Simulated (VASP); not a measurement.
Wanted: the native input for a VASP 6.6.1 run.

* Task: single point
* Functional: PBE
* Potentials or basis: VASP PAW PBE potentials, release 64 (Ti_sv, C)
* Cutoff: 520 eV
* k mesh: 10 × 10 × 10
* Occupations: gaussian, width 0.1 eV
* Spin: no spin polarisation
* Dipole correction: no
* Further INCAR settings: ALGO = Normal; EDIFF = 1e-07; NBANDS = 39

The structure of Ti4C3 lies in POSCAR:

```
Ti4C3
1.0
    4.3103396498      0.0000000000      0.0000000000
    0.0000000000      4.3103396498      0.0000000000
    0.0000000000      0.0000000000      4.3103396498
Ti C
4 3
Direct
    0.0000000000      0.0000000000      0.0000000000
    0.0000000000      0.5000000000      0.5000000000
    0.5000000000      0.0000000000      0.5000000000
    0.5000000000      0.5000000000      0.0000000000
    0.5000000000      0.0000000000      0.0000000000
    0.0000000000      0.5000000000      0.0000000000
    0.0000000000      0.0000000000      0.5000000000
```

The input as run:

INCAR

```
ALGO = Normal
EDIFF = 1E-7
ENCUT = 520
GGA = PE
ISIF = 2
ISMEAR = 0
LASPH = T
LCHARG = F
LREAL = F
LWAVE = F
NBANDS = 39
NELM = 100
PREC = Accurate
SIGMA = 0.1
```

KPOINTS

```
k-points
0
Gamma
  10 10 10
```

Potentials or basis: VASP PAW PBE potentials, release 64 (Ti_sv, C).

Launch:

```console
$ cat potpaw_PBE.64/Ti_sv/POTCAR potpaw_PBE.64/C/POTCAR > POTCAR
$ mpirun -np 1 vasp_std > vasp.out
```

Results of the run:

```json
{"Pressure": "0.2 GPa", "Band gap on the k mesh": "zero (band 30 reaches 9.61 eV, above the bottom of band 31 at 8.46 eV)"}
```

Wall time 61 s on 1 thread of Intel(R) Xeon(R) 6975P-C (Granite Rapids) (shared host), peak memory 0.26 GiB.
